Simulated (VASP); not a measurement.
Set up this calculation in VASP 6.6.1, as the native input.

```yaml
Task: single point
Functional: PBE
Potentials_or_basis: VASP PAW PBE potentials, release 64 (Rb_sv, Pt)
Cutoff: 520 eV
k_mesh: 4 × 4 × 4
Occupations: gaussian, width 0.1 eV
Spin: no spin polarisation
Dipole_correction: no
Further_INCAR_settings: ALGO = Normal; EDIFF = 1e-07; NBANDS = 26
```

The structure of Rb3Pt lies in POSCAR:

```
Rb3Pt
1.0
    5.6749533275      0.0000000000      0.0000000000
    0.0000000000      5.6749533275      0.0000000000
    0.0000000000      0.0000000000      5.6749533275
Rb Pt
3 1
Direct
    0.0000000000      0.0000000000      0.5000000000
    0.0000000000      0.5000000000      0.0000000000
    0.5000000000      0.0000000000      0.0000000000
    0.5000000000      0.5000000000      0.5000000000
```

This cell differs from its parent crystal: Cs replaced by Rb, lengths x 0.950, strained.

The input as run:

INCAR

```
SYSTEM = Rb3Pt
  PREC = Accurate
  ENCUT = 520
  EDIFF = 1E-7
  ISMEAR = 0
  SIGMA = 0.1
  LREAL = .False.
  LASPH = .True.
  NELM = 100
  ALGO = Normal
  ISIF = 2
  LWAVE = .False.
  LCHARG = .False.
  GGA = PE
  NBANDS = 26
```

KPOINTS

```
Automatic mesh
0
Gamma
  4 4 4
  0 0 0
```

Potentials or basis: VASP PAW PBE potentials, release 64 (Rb_sv, Pt).

Launch:

```bash
$ cat potpaw_PBE.64/Rb_sv/POTCAR potpaw_PBE.64/Pt/POTCAR > POTCAR
$ mpirun -np 1 vasp_std > vasp.out
```

It gave:

| Item | Value |
| --- | --- |
| Pressure | -0.8 GPa |
| Band gap on the k mesh | zero (an odd number of electrons rules out a gap without spin polarisation) |

Caveat: the cell differs from its parent crystal (Cs replaced by Rb, lengths x 0.950, strained); spin-orbit coupling is left out, which moves the levels of the heavy elements.

It took 56 s on 1 thread of Intel(R) Xeon(R) Platinum 8259CL CPU @ 2.50GHz (Skylake/Cascade Lake), on a shared host, peak memory 0.27 GiB.
